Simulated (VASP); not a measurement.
Mn, 1 atom in the cell. The cell holds a cluster in a box, 1 atom: a = 8.500 Å, b = 8.500 Å, c = 8.500 Å, α = 90.00°, β = 90.00°, γ = 90.00°. 

```yaml
Program: VASP 6.6.1
Task: single point
Functional: PBE
Potentials_or_basis: VASP PAW PBE potentials, release 64 (Mn_pv)
Cutoff: 400 eV
k_mesh: 1 × 1 × 1
Occupations: fermi-dirac, width 0.1 eV
Spin: collinear spin, ferromagnetic start
Starting_moments: "[5.51] μB"
Dipole_correction: no
Further_INCAR_settings: ALGO = Normal; EDIFF = 1e-06; NBANDS = 16
```

Potentials or basis: VASP PAW PBE potentials, release 64 (Mn_pv).

Launch:

```sh
$ cat potpaw_PBE.64/Mn_pv/POTCAR > POTCAR
$ mpirun -np 1 vasp_gam > vasp.out
```

Hardware: 1 thread of AMD EPYC 9R45 96-Core Processor (Zen 5), with other jobs on the host.

Problem. How long does it take, and how much memory?

Solution. Wall time 30 s on 1 thread of AMD EPYC 9R45 96-Core Processor (Zen 5), on a shared host, peak memory 0.47 GiB. Counts: scf iterations 22, k points 1.
